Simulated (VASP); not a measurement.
# Ga4Sb3As (P-43m) in VASP: single point with PBE

Aim: the single point of Ga4Sb3As with PBE.

Program: VASP 6.6.1. These are calculated values, not measurements. Logs are shortened: lines on timing, memory, paths and dates and some standing lists are left out, and cuts for length are marked.

### 1 The cell of the first run

The structure is cubic, space group P-43m (No. 215). Conventional cell: a = 6.019 Å, b = 6.019 Å, c = 6.019 Å, α = 90.00°, β = 90.00°, γ = 90.00°. As (site symmetry -43m) has 4 Ga at 2.51 Å within 3.3 Å. Ga (site symmetry 3m) has 1 As at 2.51 Å and 3 Sb at 2.64 Å within 3.3 Å. Sb (site symmetry -42m) has 4 Ga at 2.64 Å within 3.5 Å.

### 2 Single point, PBE, non-collinear spin, zero start, spin-orbit coupling

INCAR

```
SYSTEM = Ga4Sb3As
PREC     = Accurate       ! precision mode
ENCUT    = 520            ! plane-wave cutoff, eV
EDIFF    = 1E-6           ! SCF threshold, eV
ISMEAR   = -1             ! smearing method
SIGMA    = 0.02           ! smearing width, eV
LREAL    = .False.        ! projectors in reciprocal space
LASPH    = .True.         ! aspherical terms in the spheres
NELM     = 150            ! most SCF steps
ALGO     = Normal         ! electronic algorithm
ISIF     = 2              ! what is computed and relaxed
LWAVE    = .False.        ! write WAVECAR
LCHARG   = .False.        ! write CHGCAR
MAGMOM   = 0 0 0 0 0 0 0 0 0 0 0 0 0 0 0 0 0 0 0 0 0 0 0 0 ! initial moments
LORBIT   = 11             ! projections on sites
LSORBIT  = .True.         ! spin-orbit coupling
GGA_COMPAT= .False.      
LORBMOM  = .True.       
GGA      = PE             ! functional
NBANDS   = 90             ! bands
```

KPOINTS

```
regular mesh
0
Gamma
  4 4 4
  0 0 0
```

POSCAR

```
Ga4Sb3As
1.0
    6.0191720579      0.0000000000      0.0000000000
    0.0000000000      6.0191720579      0.0000000000
    0.0000000000      0.0000000000      6.0191720579
As Ga Sb
1 4 3
Direct
    0.0000000000      0.0000000000      0.0000000000
    0.7587795027      0.7587795027      0.7587795027
    0.2412204973      0.2412204973      0.7587795027
    0.2412204973      0.7587795027      0.2412204973
    0.7587795027      0.2412204973      0.2412204973
    0.5000000000      0.5000000000      0.0000000000
    0.5000000000      0.0000000000      0.5000000000
    0.0000000000      0.5000000000      0.5000000000
```

Potentials or basis: VASP PAW PBE potentials, release 64 (As, Ga_d, Sb).

Command:

```bash
$ cat potpaw_PBE.64/As/POTCAR potpaw_PBE.64/Ga_d/POTCAR potpaw_PBE.64/Sb/POTCAR > POTCAR
$ mpirun -np 1 vasp_ncl > vasp.out
```

OUTCAR:

```text
SYSTEM = Ga4Sb3As
   PREC = Accurate
   ENCUT = 520
   EDIFF = 1E-6
   ISMEAR = -1
   LREAL = .False.
   LASPH = .True.
   NELM = 150
   ISIF = 2
   LORBIT = 11
   LSORBIT = .True.
   GGA = PE

 ion  position               nearest neighbor table
   1  0.000  0.000  0.000-   2 2.51   3 2.51   4 2.51   5 2.51
   2  0.759  0.759  0.759-   1 2.51   6 2.64   7 2.64   8 2.64
   3  0.241  0.241  0.759-   1 2.51   6 2.64   7 2.64   8 2.64
   4  0.241  0.759  0.241-   1 2.51   6 2.64   7 2.64   8 2.64
   5  0.759  0.241  0.241-   1 2.51   6 2.64   7 2.64   8 2.64
   6  0.500  0.500  0.000-   2 2.64   3 2.64   4 2.64   5 2.64
   7  0.500  0.000  0.500-   2 2.64   3 2.64   4 2.64   5 2.64
   8  0.000  0.500  0.500-   2 2.64   3 2.64   4 2.64   5 2.64

  LATTYP: Found a simple cubic cell.
 ALAT       =     6.0191720579

  Lattice vectors:

 A1 = (   6.0191720579,   0.0000000000,   0.0000000000)
 A2 = (   0.0000000000,   6.0191720579,   0.0000000000)
 A3 = (   0.0000000000,   0.0000000000,   6.0191720579)

Analysis of symmetry for initial positions (statically):
=====================================================================
 Subroutine PRICEL returns:
 Original cell was already a primitive cell.

 Routine SETGRP: Setting up the symmetry group for a
 simple cubic supercell.

 Subroutine GETGRP returns: Found 24 space group operations
 (whereof 24 operations were pure point group operations)
 out of a pool of 48 trial point group operations.

The static configuration has the point symmetry T_d .

Analysis of symmetry for dynamics (positions and initial velocities):
=====================================================================
 Subroutine PRICEL returns:
 Original cell was already a primitive cell.

 Routine SETGRP: Setting up the symmetry group for a
 simple cubic supercell.

 Subroutine GETGRP returns: Found 24 space group operations
 (whereof 24 operations were pure point group operations)
 out of a pool of 48 trial point group operations.

The dynamic configuration has the point symmetry T_d .

Analysis of structural, dynamic, and magnetic symmetry:
=====================================================================
 Subroutine PRICEL returns:
 Original cell was already a primitive cell.

 Routine SETGRP: Setting up the symmetry group for a
 simple cubic supercell.

 Subroutine GETGRP returns: Found 24 space group operations
 (whereof 24 operations were pure point group operations)
 out of a pool of 48 trial point group operations.

The overall configuration has the point symmetry T_d .

 Subroutine INISYM returns: Found 24 space group operations
 (whereof 24 operations are pure point group operations),
 and found     1 'primitive' translations

----------------------------------------------------------------------------------------

                                     Primitive cell

  volume of cell :     218.0772

  direct lattice vectors                    reciprocal lattice vectors
     6.019172058  0.000000000  0.000000000     0.166135806  0.000000000  0.000000000
     0.000000000  6.019172058  0.000000000     0.000000000  0.166135806  0.000000000
     0.000000000  0.000000000  6.019172058     0.000000000  0.000000000  0.166135806

  length of vectors
     6.019172058  6.019172058  6.019172058     0.166135806  0.166135806  0.166135806

  position of ions in fractional coordinates (direct lattice)
     0.000000000  0.000000000  0.000000000
     0.758779503  0.758779503  0.758779503
     0.241220497  0.241220497  0.758779503
     0.241220497  0.758779503  0.241220497
     0.758779503  0.241220497  0.241220497
     0.500000000  0.500000000  0.000000000
     0.500000000  0.000000000  0.500000000
     0.000000000  0.500000000  0.500000000

  ion indices of the primitive-cell ions
   primitive index   ion index
                 1           1
                 2           2
                 3           3
                 4           4
                 5           5
                 6           6
                 7           7
                 8           8
[... 1079 lines left out ...]
  -------------------------------------------------------------------------------------
  Total        3.1855337      3.1855337      3.1855337     -0.0000000     -0.0000000      0.0000000
  in kB       23.4035916     23.4035916     23.4035916     -0.0000000     -0.0000000      0.0000000
  external PRESSURE =      23.4035916 kB  Pullay stress =       0.0000000 kB

 VOLUME and BASIS-vectors are now :
 -----------------------------------------------------------------------------
  energy-cutoff  :      520.00
  volume of cell :      218.08
      direct lattice vectors                 reciprocal lattice vectors
     6.019172058  0.000000000  0.000000000     0.166135806  0.000000000  0.000000000
     0.000000000  6.019172058  0.000000000     0.000000000  0.166135806  0.000000000
     0.000000000  0.000000000  6.019172058     0.000000000  0.000000000  0.166135806

 POSITION                                       TOTAL-FORCE (eV/Angst)
 -----------------------------------------------------------------------------------
      0.00000      0.00000      0.00000        -0.000000     -0.000000     -0.000000
      4.56722      4.56722      4.56722         0.019712      0.019712      0.019712
      1.45195      1.45195      4.56722        -0.019712     -0.019712      0.019712
      1.45195      4.56722      1.45195        -0.019712      0.019712     -0.019712
      4.56722      1.45195      1.45195         0.019712     -0.019712     -0.019712
      3.00959      3.00959      0.00000        -0.000000     -0.000000     -0.000000
      3.00959      0.00000      3.00959        -0.000000     -0.000000     -0.000000
      0.00000      3.00959      3.00959        -0.000000     -0.000000     -0.000000
 -----------------------------------------------------------------------------------
    total drift:                               -0.000000     -0.000000     -0.000000

  FREE ENERGIE OF THE ION-ELECTRON SYSTEM (eV)
  ---------------------------------------------------
  free  energy   TOTEN  =       -30.3654269728 eV

  energy  without entropy=      -30.3654169316  energy(sigma->0) =      -30.36542195

 orbital moment (x)

 # of ion     p       d       tot
 ----------------------------------------
  1        -0.000  -0.000  -0.000
  2        -0.000   0.000  -0.000
  3         0.000   0.000   0.000
  4         0.000   0.000   0.000
  5        -0.000  -0.000  -0.000
  6         0.000   0.000   0.000
  7        -0.000  -0.000  -0.000
  8         0.000   0.000   0.000
 ----------------------------------------
           -0.000   0.000  -0.000

 orbital moment (y)

 # of ion     p       d       tot
 ----------------------------------------
  1        -0.000   0.000  -0.000
  2         0.000  -0.000  -0.000
  3         0.000   0.000   0.000
  4        -0.000  -0.000  -0.000
  5        -0.000  -0.000  -0.000
  6         0.000   0.000   0.000
  7        -0.000   0.000   0.000
  8         0.000  -0.000   0.000
 ----------------------------------------
           -0.000   0.000  -0.000

 orbital moment (z)

 # of ion     p       d       tot
 ----------------------------------------
  1        -0.000   0.000  -0.000
  2         0.000  -0.000  -0.000
  3        -0.000   0.000  -0.000
  4         0.000   0.000   0.000
  5         0.000  -0.000  -0.000
  6         0.000   0.000   0.000
  7         0.000   0.000   0.000
  8         0.000   0.000   0.000
 ----------------------------------------
           -0.000  -0.000  -0.000

 Spin-Orbit-Coupling matrix elements

 Ion:    1  E_soc:     -0.0261676
 l=   1
     0.0000000    -0.0043543    -0.0043543
    -0.0043543     0.0000000    -0.0043543
    -0.0043543    -0.0043543     0.0000000
 l=   2
     0.0000000    -0.0000023     0.0000000    -0.0000023    -0.0000047
    -0.0000023     0.0000000    -0.0000035    -0.0000023    -0.0000012
     0.0000000    -0.0000035     0.0000000    -0.0000035     0.0000000
    -0.0000023    -0.0000023    -0.0000035     0.0000000    -0.0000012
    -0.0000047    -0.0000012     0.0000000    -0.0000012     0.0000000
 l=   3
     0.0000000     0.0000000     0.0000000     0.0000000     0.0000000     0.0000000     0.0000000
     0.0000000     0.0000000     0.0000000     0.0000000     0.0000000     0.0000000     0.0000000
     0.0000000     0.0000000     0.0000000     0.0000000     0.0000000     0.0000000     0.0000000
     0.0000000     0.0000000     0.0000000     0.0000000     0.0000000     0.0000000     0.0000000
[... 129 lines left out ...]
 l=   2
     0.0000000    -0.0000576     0.0000000    -0.0000498    -0.0000872
    -0.0000576     0.0000000    -0.0000715    -0.0000576    -0.0000238
     0.0000000    -0.0000715     0.0000000    -0.0000664     0.0000000
    -0.0000498    -0.0000576    -0.0000664     0.0000000    -0.0000209
    -0.0000872    -0.0000238     0.0000000    -0.0000209     0.0000000
 l=   3
     0.0000000     0.0000000     0.0000000     0.0000000     0.0000000     0.0000000     0.0000000
     0.0000000     0.0000000     0.0000000     0.0000000     0.0000000     0.0000000     0.0000000
     0.0000000     0.0000000     0.0000000     0.0000000     0.0000000     0.0000000     0.0000000
     0.0000000     0.0000000     0.0000000     0.0000000     0.0000000     0.0000000     0.0000000
     0.0000000     0.0000000     0.0000000     0.0000000     0.0000000     0.0000000     0.0000000
     0.0000000     0.0000000     0.0000000     0.0000000     0.0000000     0.0000000     0.0000000
     0.0000000     0.0000000     0.0000000     0.0000000     0.0000000     0.0000000     0.0000000

 total charge

# of ion       s       p       d       tot
------------------------------------------
    1        1.225   1.520   0.028   2.773
    2        0.906   0.762   9.968  11.636
    3        0.906   0.762   9.968  11.636
    4        0.906   0.762   9.968  11.636
    5        0.906   0.762   9.968  11.636
    6        1.128   1.356   0.028   2.511
    7        1.128   1.356   0.028   2.511
    8        1.128   1.356   0.028   2.511
--------------------------------------------------
tot          8.232   8.635  39.983  56.850

 magnetization (x)

# of ion       s       p       d       tot
------------------------------------------
    1        0.000   0.000  -0.000  -0.000
    2        0.000   0.000  -0.000   0.000
    3       -0.000   0.000   0.000  -0.000
    4        0.000   0.000  -0.000   0.000
    5       -0.000   0.000  -0.000  -0.000
    6       -0.000   0.000   0.000   0.000
    7       -0.000  -0.000  -0.000  -0.000
    8        0.000   0.000  -0.000  -0.000
--------------------------------------------------
tot         -0.000   0.000  -0.000   0.000

 magnetization (y)

# of ion       s       p       d       tot
------------------------------------------
    1        0.000  -0.000   0.000  -0.000
    2        0.000   0.000  -0.000   0.000
    3        0.000  -0.000  -0.000  -0.000
    4        0.000   0.000  -0.000  -0.000
    5        0.000   0.000   0.000   0.000
    6        0.000   0.000   0.000   0.000
    7       -0.000   0.000   0.000  -0.000
    8        0.000  -0.000   0.000   0.000
--------------------------------------------------
tot          0.000  -0.000  -0.000   0.000

 magnetization (z)

# of ion       s       p       d       tot
------------------------------------------
    1       -0.000  -0.000  -0.000  -0.000
    2        0.000   0.000   0.000   0.000
    3       -0.000   0.000   0.000   0.000
    4       -0.000   0.000  -0.000   0.000
    5       -0.000   0.000  -0.000  -0.000
    6        0.000  -0.000   0.000  -0.000
    7       -0.000  -0.000   0.000  -0.000
    8        0.000  -0.000  -0.000  -0.000
--------------------------------------------------
tot         -0.000   0.000   0.000   0.000
```

It took 9.7 min on 1 thread of Intel Xeon Platinum 8488C (Sapphire Rapids), shared host; peak memory 0.91 GiB.

Results:

| Item | Value |
| --- | --- |
| Free energy | -30.3654 eV |
| Pressure | 2.3 GPa |
| Largest force | 0.034 eV/Å |
| Net moment | 0.00 μB per cell |
| Valence electrons inside the program's atomic spheres | As 2.77; Ga 11.64; Sb 2.51 |

Forces on the atoms (eV/Å):
```
As   0.000  0.000  0.000
Ga   0.020  0.020  0.020
Ga  -0.020 -0.020  0.020
Ga  -0.020  0.020 -0.020
Ga   0.020 -0.020 -0.020
Sb   0.000  0.000  0.000
Sb   0.000  0.000  0.000
Sb   0.000  0.000  0.000
```

Moments on the atoms (μB; x, y, z):
```
As  0.00 0.00 0.00
Ga  0.00 0.00 0.00
Ga  0.00 0.00 0.00
Ga  0.00 0.00 0.00
Ga  0.00 0.00 0.00
Sb  0.00 0.00 0.00
Sb  0.00 0.00 0.00
Sb  0.00 0.00 0.00
```
